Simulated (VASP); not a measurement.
A run of VASP 6.6.1:

Contents of POSCAR:

```
SiO2
1.0
    0.0000000000      3.7253620000      3.7253620000
    3.7253620000      0.0000000000      3.7253620000
    3.7253620000      3.7253620000      0.0000000000
Si O
2 4
Direct
    0.5000000000      0.5000000000      0.5000000000
    0.7500000000      0.7500000000      0.7500000000
    0.6250000000      0.6250000000      0.6250000000
    0.1250000000      0.6250000000      0.6250000000
    0.6250000000      0.6250000000      0.1250000000
    0.6250000000      0.1250000000      0.6250000000
```

File INCAR.step1:

```
SYSTEM = SiO2
ALGO     = Normal         ! electronic algorithm
EDIFF    = 1E-4           ! SCF threshold, eV
ENCUT    = 520            ! plane-wave cutoff, eV
GGA      = PE             ! functional
ISMEAR   = 0              ! smearing method
LASPH    = .TRUE.         ! aspherical terms in the spheres
LCHARG   = .FALSE.        ! write CHGCAR
LREAL    = .FALSE.        ! projectors in reciprocal space
LWAVE    = .TRUE.         ! write WAVECAR
NBANDS   = 25             ! bands
NELM     = 60             ! most SCF steps
PREC     = Accurate       ! precision mode
SIGMA    = 0.02           ! smearing width, eV
```

INCAR.step2

```
SYSTEM = SiO2
ALGO     = Normal         ! electronic algorithm
EDIFF    = 1E-6           ! SCF threshold, eV
ENCUT    = 520            ! plane-wave cutoff, eV
ISIF     = 2              ! what is computed and relaxed
ISMEAR   = 0              ! smearing method
ISTART   = 1            
LASPH    = .TRUE.         ! aspherical terms in the spheres
LCHARG   = .FALSE.        ! write CHGCAR
LMIXTAU  = .TRUE.       
LREAL    = .FALSE.        ! projectors in reciprocal space
LWAVE    = .FALSE.        ! write WAVECAR
METAGGA  = R2SCAN         ! meta-GGA
NBANDS   = 25             ! bands
NELM     = 60             ! most SCF steps
PREC     = Accurate       ! precision mode
SIGMA    = 0.02           ! smearing width, eV
```

KPOINTS

```
k-points
0
G
  6 6 6
  0 0 0
```

Potentials or basis: VASP PAW PBE potentials, release 64 (Si, O).

Launch:

```console
$ cat potpaw_PBE.64/Si/POTCAR potpaw_PBE.64/O/POTCAR > POTCAR
$ cp INCAR.step1 INCAR
$ mpirun -np 1 vasp_std > vasp.out
$ cp INCAR.step2 INCAR
$ mpirun -np 1 vasp_std > vasp.out
```

Hardware: 1 thread of Intel Xeon 8259CL, on a shared host.

How long does it take, and how much memory?

Run time: 4 min on 1 thread of Intel Xeon 8259CL, with other jobs on the host, peak memory 0.26 GiB. Counts: k points 16.
